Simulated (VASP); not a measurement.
Write the native input for VASP 6.6.1 that does the following.

```
Task                   : single point
Functional             : PBE
Potentials or basis    : VASP PAW PBE potentials, release 64 (Hf_pv, N)
Cutoff                 : 520 eV
k mesh                 : 10 × 10 × 10
Occupations            : fermi-dirac, width 0.03 eV
Spin                   : no spin polarisation
Dipole correction      : no
Further INCAR settings : ALGO = Normal; EDIFF = 1e-06; NBANDS = 14
```

The structure of HfN lies in POSCAR:

```
HfN
1.0
    0.0000000000      2.2887270932      2.2887270932
    2.2887270932      0.0000000000      2.2887270932
    2.2887270932      2.2887270932      0.0000000000
Hf N
1 1
Direct
    0.0000000000      0.0000000000      0.0000000000
    0.5000000000      0.5000000000      0.5000000000
```

This cell differs from its parent crystal: volume scaled by 1.04.

These files were run (other wordings do the same):

INCAR

```
  PREC = Accurate
  ENCUT = 520
  EDIFF = 1E-6
  ISMEAR = -1
  SIGMA = 0.03
  LREAL = F
  LASPH = T
  NELM = 100
  ALGO = Normal
  ISIF = 2
  LWAVE = F
  LCHARG = F
  GGA = PE
  NBANDS = 14
```

KPOINTS

```
regular mesh
0
Gamma
  10 10 10
```

Potentials or basis: VASP PAW PBE potentials, release 64 (Hf_pv, N).

Launch:

```sh
$ cat potpaw_PBE.64/Hf_pv/POTCAR potpaw_PBE.64/N/POTCAR > POTCAR
$ mpirun -np 1 vasp_std > vasp.out
```

It gave:

The pressure is -7.2 GPa.

It took 8.4 s on 1 thread of AMD EPYC 9R45 96-Core Processor (Zen 5) (shared host), peak memory 0.12 GiB.
